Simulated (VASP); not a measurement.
Here is a VASP 6.6.1 calculation.

File INCAR:

```
SYSTEM = C
PREC     = Accurate       ! precision mode
ENCUT    = 520            ! plane-wave cutoff, eV
EDIFF    = 1E-6           ! SCF threshold, eV
ISMEAR   = 0              ! smearing method
SIGMA    = 0.05           ! smearing width, eV
LREAL    = .FALSE.        ! projectors in reciprocal space
LASPH    = .TRUE.         ! aspherical terms in the spheres
NELM     = 60             ! most SCF steps
ALGO     = Normal         ! electronic algorithm
ISIF     = 2              ! what is computed and relaxed
LWAVE    = .FALSE.        ! write WAVECAR
LCHARG   = .FALSE.        ! write CHGCAR
NBANDS   = 11             ! bands
```

File KPOINTS:

```
Automatic mesh
0
G
  12 12 12
  0 0 0
```

File POSCAR:

```
C
1.0
    0.0000000000      1.7361971266      1.6948756350
    1.7361971266      0.0000000000      1.6948756350
    1.7361971266      1.7361971266      0.0000000000
C
2
Direct
    0.5000000000      0.5000000000      0.5000000000
    0.7500000000      0.7500000000      0.7500000000
```

Potentials or basis: VASP PAW LDA potentials, release 64 (C).

Run with:

```console
$ cat potpaw_LDA.64/C/POTCAR > POTCAR
$ mpirun -np 1 vasp_std > vasp.out
```

Predict the pressure.

42.1 GPa.

Predict the band gap on the k mesh.

3.74 eV, indirect (least direct gap 5.39 eV).

Stress tensor (GPa, compression positive):
```
34.07  0.00  0.00
 0.00 34.07  0.00
 0.00  0.00 58.24
```

 A k mesh can miss the band edges.
